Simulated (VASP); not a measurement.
# HfMo (Cmmm) in VASP: single point with r2SCAN

Aim: the single point of HfMo with r2SCAN.

All numbers are computed with VASP 6.6.1; they aren't measurements. Logs are shortened: lines on timing, memory, paths and dates and some standing lists are left out, and cuts for length are marked.

## (1) The cell of the first run

Symmetry: Cmmm, No. 65, orthorhombic system. Conventional cell: a = 3.342 Å, b = 4.945 Å, c = 4.447 Å, α = 90.00°, β = 90.00°, γ = 90.00°. Within 3.7 Å of Hf (site symmetry mmm) lie 8 Mo at 2.78 to 3.33 Å and 6 Hf at 2.98 to 3.34 Å. Within 3.7 Å of Mo (site symmetry mmm) lie 8 Hf at 2.78 to 3.33 Å and 6 Mo at 2.98 to 3.34 Å.

## (2) Single point, r2SCAN

The input, POSCAR:

```
HfMo
1.0
    1.6712035000     -2.4724670000      0.0000000000
    1.6712035000      2.4724670000      0.0000000000
    0.0000000000      0.0000000000      4.4470110000
Hf Mo
1 1
Direct
    0.0000000000      0.0000000000      0.0000000000
    0.5000000000      0.5000000000      0.5000000000
```

The input, INCAR.step1:

```
SYSTEM = HfMo
ALGO = Normal
EDIFF = 1E-4
ENCUT = 520
GGA = PE
ISMEAR = 0
LASPH = .TRUE.
LCHARG = .FALSE.
LREAL = .FALSE.
LWAVE = .TRUE.
NBANDS = 19
NELM = 100
PREC = Accurate
SIGMA = 0.1
```

The input, INCAR.step2:

```
SYSTEM = HfMo
ALGO = Normal
EDIFF = 1E-6
ENCUT = 520
ISIF = 2
ISMEAR = 0
ISTART = 1
LASPH = .TRUE.
LCHARG = .FALSE.
LMIXTAU = .TRUE.
LREAL = .FALSE.
LWAVE = .FALSE.
METAGGA = R2SCAN
NBANDS = 19
NELM = 100
PREC = Accurate
SIGMA = 0.1
```

The input, KPOINTS:

```
k-points
0
G
  6 6 4
  0 0 0
```

Potentials or basis: VASP PAW PBE potentials, release 64 (Hf_pv, Mo_sv).

Launch:

```console
$ cat potpaw_PBE.64/Hf_pv/POTCAR potpaw_PBE.64/Mo_sv/POTCAR > POTCAR
$ cp INCAR.step1 INCAR
$ mpirun -np 1 vasp_std > vasp.out
$ cp INCAR.step2 INCAR
$ mpirun -np 1 vasp_std > vasp.out
```

OUTCAR:

```text
SYSTEM = HfMo
   EDIFF = 1E-6
   ENCUT = 520
   ISIF = 2
   ISMEAR = 0
   ISTART = 1
   LASPH = .TRUE.
   LREAL = .FALSE.
   METAGGA = R2SCAN
   NELM = 100
   PREC = Accurate

 ion  position               nearest neighbor table
   1  0.000  0.000  0.000-   2 2.78   2 2.78   2 2.78   2 2.78   2 3.33   2 3.33   2 3.33   2 3.33

   2  0.500  0.500  0.500-   1 2.78   1 2.78   1 2.78   1 2.78   1 3.33   1 3.33   1 3.33   1 3.33

  LATTYP: Found a base centered orthorhombic cell.
 ALAT       =     3.3424070000
 B/A-ratio  =     1.4794529810
 C/A-ratio  =     1.3304815960

  Lattice vectors:

 A1 = (   1.6712035000,  -2.4724670000,   0.0000000000)
 A2 = (   1.6712035000,   2.4724670000,   0.0000000000)
 A3 = (   0.0000000000,   0.0000000000,   4.4470110000)

Analysis of symmetry for initial positions (statically):
=====================================================================
 Subroutine PRICEL returns:
 Original cell was already a primitive cell.

 Routine SETGRP: Setting up the symmetry group for a
 base centered orthorhombic supercell.

 Subroutine GETGRP returns: Found  8 space group operations
 (whereof  8 operations were pure point group operations)
 out of a pool of  8 trial point group operations.

The static configuration has the point symmetry D_2h.

Analysis of symmetry for dynamics (positions and initial velocities):
=====================================================================
 Subroutine PRICEL returns:
 Original cell was already a primitive cell.

 Routine SETGRP: Setting up the symmetry group for a
 base centered orthorhombic supercell.

 Subroutine GETGRP returns: Found  8 space group operations
 (whereof  8 operations were pure point group operations)
 out of a pool of  8 trial point group operations.

The dynamic configuration has the point symmetry D_2h.

 Subroutine INISYM returns: Found  8 space group operations
 (whereof  8 operations are pure point group operations),
 and found     1 'primitive' translations

----------------------------------------------------------------------------------------

                                     Primitive cell

  volume of cell :      36.7501

  direct lattice vectors                    reciprocal lattice vectors
     1.671203500 -2.472467000  0.000000000     0.299185587 -0.202227168  0.000000000
     1.671203500  2.472467000  0.000000000     0.299185587  0.202227168  0.000000000
     0.000000000  0.000000000  4.447011000     0.000000000  0.000000000  0.224870143

  length of vectors
     2.984294591  2.984294591  4.447011000     0.361120261  0.361120261  0.224870143

  position of ions in fractional coordinates (direct lattice)
     0.000000000  0.000000000  0.000000000
     0.500000000  0.500000000  0.500000000

  ion indices of the primitive-cell ions
   primitive index   ion index
                 1           1
                 2           2

----------------------------------------------------------------------------------------

 KPOINTS: k-points

Automatic generation of k-mesh.
 Grid dimensions read from file:
 generate k-points for:    6    6    4

 Generating k-lattice:

  Cartesian coordinates                     Fractional coordinates (reciprocal lattice)
     0.049864264 -0.033704528  0.000000000     0.166666667  0.000000000  0.000000000
     0.049864264  0.033704528  0.000000000     0.000000000  0.166666667  0.000000000
     0.000000000  0.000000000  0.056217536     0.000000000  0.000000000  0.250000000

  Length of vectors
     0.060186710  0.060186710  0.056217536

  Shift w.r.t. Gamma in fractional coordinates (k-lattice)
     0.000000000  0.000000000  0.000000000

 Subroutine IBZKPT returns following result:
 ===========================================

 Found     39 irreducible k-points:

 Following reciprocal coordinates:
            Coordinates               Weight
  0.000000  0.000000  0.000000      1.000000
  0.166667  0.000000  0.000000      4.000000
  0.333333 -0.000000  0.000000      4.000000
  0.500000  0.000000  0.000000      2.000000
  0.166667  0.166667  0.000000      2.000000
  0.333333  0.166667  0.000000      4.000000
[... 16 lines left out ...]
  0.333333  0.333333  0.250000      4.000000
  0.500000  0.333333  0.250000      8.000000
 [... further k-points ...]
   k-points           NKPTS =     39   k-points in BZ     NKDIM =     39   number of bands    NBANDS=     19
   number of dos      NEDOS =    301   number of ions     NIONS =      2
   total plane-waves  NPLWV =  20736
   dimension x,y,z NGX =    24 NGY =   24 NGZ =   36
   dimension x,y,z NGXF=    48 NGYF=   48 NGZF=   72
   ions per type =               1   1
   NGX,Y,Z   is equivalent  to a cutoff of  13.37, 13.37, 13.46 a.u.
   NGXF,Y,Z  is equivalent  to a cutoff of  26.74, 26.74, 26.92 a.u.
 SYSTEM =  HfMo
   PREC   = accura    normal or accurate (medium, high low for compatibility)
   ISTART =      1    job   : 0-new  1-cont  2-samecut
   ICHARG =      0    charge: 1-file 2-atom 10-const
   ISPIN  =      1    spin polarized calculation?
   LNONCOLLINEAR =      F non collinear calculations
   LSORBIT =      F    spin-orbit coupling
   LASPH  =      T    aspherical Exc in radial PAW
   ENCUT  =  520.0 eV  38.22 Ry    6.18 a.u.   5.55  5.55  8.27*2*pi/ulx,y,z
   NELM   =    100;   NELMIN=  2; NELMDL=  0     # of ELM steps
   EDIFF  = 0.1E-05   stopping-criterion for ELM
   LREAL  =      F    real-space projection
   EDIFFG = 0.1E-04   stopping-criterion for IOM
   NSW    =      0    number of steps for IOM
   IBRION =     -1    ionic relax: 0-MD 1-quasi-New 2-CG
   NFREE  =      0    steps in history (QN), initial steepest desc. (CG)
   ISIF   =      2    stress and relaxation
   ISYM   =      2    0-nonsym 1-usesym 2-fastsym
   POTIM  = 0.5000    time-step for ionic-motion
   TEBEG  =    0.0;   TEEND  =   0.0 temperature during run
   PSTRESS=    0.0 pullay stress
   NELECT =      24.0000    total number of electrons
   NUPDOWN=      -1.0000    fix difference up-down
   EMIN   =  10.00;   EMAX   =-10.00  energy-range for DOS
   EFERMI =   0.00;   METHOD = LEGACY
   ISMEAR =     0;   SIGMA  =   0.10  broadening in eV -4-tet -1-fermi 0-gaus
   EFERMI_NEDOS =   21; number of points for ismear=-14 and -15
   IALGO  =     38    algorithm
   IMIX   =      4    mixing-type and parameters
     AMIX     =   0.40;   BMIX     =  1.00
     AMIX_MAG =   1.60;   BMIX_MAG =  1.00
  volume/ion in A,a.u.               =      18.38       124.00
  Fermi-wavevector in a.u.,A,eV,Ry     =   1.420341  2.684055 27.447958  2.017368
  Thomas-Fermi vector in A             =   2.541266
   LORBIT       =      0    0 simple, 1 ext, 2 COOP (PROOUT), +10 PAW based schemes
   METAGGA = R2SCAN    functional components
   LHFCALC =     F    Hartree Fock is set to
   AEXX    =    0.0000 exact exchange contribution
   IVDW    =     0    specifies the selected vdW correction
   LEPSILON=     F    determine dielectric tensor
   LRPA    =     F    only Hartree local field effects (RPA)
 non-spin polarized calculation
 Gauss-broadening in eV      SIGMA  =   0.10
  energy-cutoff  :      520.00
  volume of cell :       36.75
 maximum number of plane-waves:      1015
 NGX is ok and might be reduce to    24
   NGX = 11   NGY = 11   NGZ = 17

 number of electron      23.9999998 magnetization

 Free energy of the ion-electron system (eV)
  ---------------------------------------------------
  ext. energy  EPLUGINS =         0.00000000
  ---------------------------------------------------
  free energy    TOTEN  =       -71.04683470 eV

  energy without entropy =      -71.03934916  energy(sigma->0) =      -71.04309193

 E-fermi :   7.6025     XC(G=0): -13.3904

 val. band max:        7.5653701406   @ k =   0.5000   0.1667   0.0000
 cond. band min:       7.6140862750   @ k =   0.3333  -0.0000   0.5000
 fundamental gap:      0.0487161345
 Fermi energy:         7.6025081052

 k-point     1 :       0.0000    0.0000    0.0000
  band No.  band energies     occupation
      1     -54.4366      2.00000
      2     -27.9432      2.00000
      3     -27.5898      2.00000
      4     -27.4877      2.00000
      5     -23.1643      2.00000
      6     -22.9657      2.00000
[... 11 lines left out ...]
     18      13.4093      0.00000
     19      15.9182      0.00000

 k-point     2 :       0.1667    0.0000    0.0000
  band No.  band energies     occupation
      1     -54.4233      2.00000
      2     -27.9063      2.00000
      3     -27.6819      2.00000
      4     -27.5306      2.00000
      5     -23.1725      2.00000
      6     -23.1510      2.00000
[... 11 lines left out ...]
     18      13.3024      0.00000
     19      17.0125      0.00000

 k-point     3 :       0.3333   -0.0000    0.0000
  band No.  band energies     occupation
      1     -54.3966      2.00000
      2     -27.9176      2.00000
      3     -27.8313      2.00000
      4     -27.5586      2.00000
      5     -23.5764      2.00000
      6     -23.1898      2.00000
[... 11 lines left out ...]
     18      13.5283      0.00000
     19      17.7267      0.00000

 k-point     4 :       0.5000    0.0000    0.0000
  band No.  band energies     occupation
      1     -54.3832      2.00000
      2     -28.0371      2.00000
      3     -27.7931      2.00000
      4     -27.5680      2.00000
      5     -23.7830      2.00000
      6     -23.1991      2.00000
[... 11 lines left out ...]
     18      14.0011      0.00000
     19      17.2294      0.00000

 k-point     5 :       0.1667    0.1667    0.0000
  band No.  band energies     occupation
      1     -54.4075      2.00000
      2     -27.8497      2.00000
      3     -27.7515      2.00000
      4     -27.6271      2.00000
      5     -23.3002      2.00000
      6     -23.2034      2.00000
[... 11 lines left out ...]
     18      13.8514      0.00000
     19      17.8819      0.00000

 k-point     6 :       0.3333    0.1667    0.0000
  band No.  band energies     occupation
      1     -54.3832      2.00000
      2     -27.9267      2.00000
      3     -27.7940      2.00000
      4     -27.6851      2.00000
      5     -23.5987      2.00000
      6     -23.1973      2.00000
[... 11 lines left out ...]
     18      14.2410      0.00000
     19      16.8489      0.00000

 k-point     7 :       0.5000    0.1667    0.0000
  band No.  band energies     occupation
      1     -54.3748      2.00000
      2     -28.0129      2.00000
      3     -27.7959      2.00000
      4     -27.6670      2.00000
      5     -23.7249      2.00000
      6     -23.1591      2.00000
[... 11 lines left out ...]
     18      14.7267      0.00000
     19      17.0562      0.00000

 k-point     8 :      -0.3333    0.1667    0.0000
  band No.  band energies     occupation
      1     -54.3907      2.00000
      2     -27.8781      2.00000
      3     -27.8531      2.00000
      4     -27.6409      2.00000
      5     -23.4885      2.00000
      6     -23.1278      2.00000
[... 256 lines left out ...]
 k-point    20 :       0.5000    0.1667    0.2500
  band No.  band energies     occupation
      1     -54.3747      2.00000
      2     -28.0257      2.00000
      3     -27.8144      2.00000
      4     -27.6711      2.00000
      5     -23.7020      2.00000
      6     -23.1533      2.00000
[... 11 lines left out ...]
     18      15.1936      0.00000
     19      16.2869      0.00000

 k-point    21 :      -0.3333    0.1667    0.2500
  band No.  band energies     occupation
      1     -54.3910      2.00000
      2     -27.8863      2.00000
      3     -27.8332      2.00000
      4     -27.6381      2.00000
      5     -23.4849      2.00000
      6     -23.1638      2.00000
[... 11 lines left out ...]
     18      13.3964      0.00000
     19      15.6393      0.00000

 k-point    22 :      -0.1667    0.1667    0.2500
  band No.  band energies     occupation
      1     -54.4154      2.00000
      2     -27.8721      2.00000
      3     -27.6393      2.00000
      4     -27.6390      2.00000
      5     -23.2027      2.00000
      6     -23.0979      2.00000
[... 11 lines left out ...]
     18      13.6953      0.00000
     19      13.9387      0.00000

 k-point    23 :       0.3333    0.3333    0.2500
  band No.  band energies     occupation
      1     -54.3638      2.00000
      2     -27.9225      2.00000
      3     -27.8818      2.00000
      4     -27.7947      2.00000
      5     -23.5672      2.00000
      6     -23.4387      2.00000
[... 11 lines left out ...]
     18      15.3301      0.00000
     19      17.3491      0.00000

 k-point    24 :       0.5000    0.3333    0.2500
  band No.  band energies     occupation
      1     -54.3581      2.00000
      2     -28.0194      2.00000
      3     -27.8144      2.00000
      4     -27.7782      2.00000
      5     -23.7210      2.00000
      6     -23.3331      2.00000
[... 11 lines left out ...]
     18      15.7570      0.00000
     19      16.5640      0.00000

 [... further k-points ...]
[... 5 lines left out ...]
  --------------------------------------------------------------------------------------
  -------------------------------------------------------------------------------------
  Total       -0.3518943     -0.5479087     -0.4793286      0.0000000      0.0000000      0.0000000
  in kB      -15.3413910    -23.8869513    -20.8970951      0.0000000      0.0000000      0.0000000
  external PRESSURE =     -20.0418125 kB  Pullay stress =       0.0000000 kB

 VOLUME and BASIS-vectors are now :
 -----------------------------------------------------------------------------
  energy-cutoff  :      520.00
  volume of cell :       36.75
      direct lattice vectors                 reciprocal lattice vectors
     1.671203500 -2.472467000  0.000000000     0.299185587 -0.202227168  0.000000000
     1.671203500  2.472467000  0.000000000     0.299185587  0.202227168  0.000000000
     0.000000000  0.000000000  4.447011000     0.000000000  0.000000000  0.224870143

 POSITION                                       TOTAL-FORCE (eV/Angst)
 -----------------------------------------------------------------------------------
      0.00000      0.00000      0.00000         0.000000      0.000000      0.000000
      1.67120      0.00000      2.22351        -0.000000     -0.000000      0.000000
 -----------------------------------------------------------------------------------
    total drift:                                0.000000      0.000000     -0.000000

  FREE ENERGIE OF THE ION-ELECTRON SYSTEM (eV)
  ---------------------------------------------------
  free  energy   TOTEN  =       -71.0468346974 eV

  energy  without entropy=      -71.0393491639  energy(sigma->0) =      -71.04309193
```

Wall time 2.3 min (1 thread of AMD EPYC 7R13 (Zen 3), shared host); peak memory 0.14 GiB.

What came out:

* Free energy: -71.0468 eV
* Pressure: -2.0 GPa
* Band gap on the k mesh: zero (band 12 reaches 9.43 eV, above the bottom of band 13 at 6.81 eV)

Levels at points of the mesh, in eV from the Fermi level:
| k point | band 10 | band 11 | band 12 | band 13 | band 14 | band 15 |
| --- | --- | --- | --- | --- | --- | --- |
| (0.00, 0.00, 0.00) | -1.50 | -0.37 | 0.27 | 1.88 | 2.28 | 2.80 |
| (0.50, 0.00, 0.00) | -1.44 | -1.03 | -0.33 | 0.22 | 1.59 | 2.95 |
| (0.50, 0.50, 0.00) | -3.60 | -1.90 | 1.07 | 3.85 | 4.13 | 5.38 |
| (0.00, 0.00, 0.50) | -0.91 | -0.31 | 0.86 | 1.34 | 1.39 | 1.57 |
| (0.50, 0.00, 0.50) | -1.78 | -1.29 | 1.83 | 1.88 | 2.74 | 2.95 |
| (0.50, 0.50, 0.50) | -2.21 | -1.55 | 0.11 | 0.87 | 2.31 | 3.27 |

Caveat: the k points lie up to 0.38 Å⁻¹ apart; the PAW data sets were made with another functional, which shifts forces and pressure a little; spin-orbit coupling is left out, which moves the levels of the heavy elements.
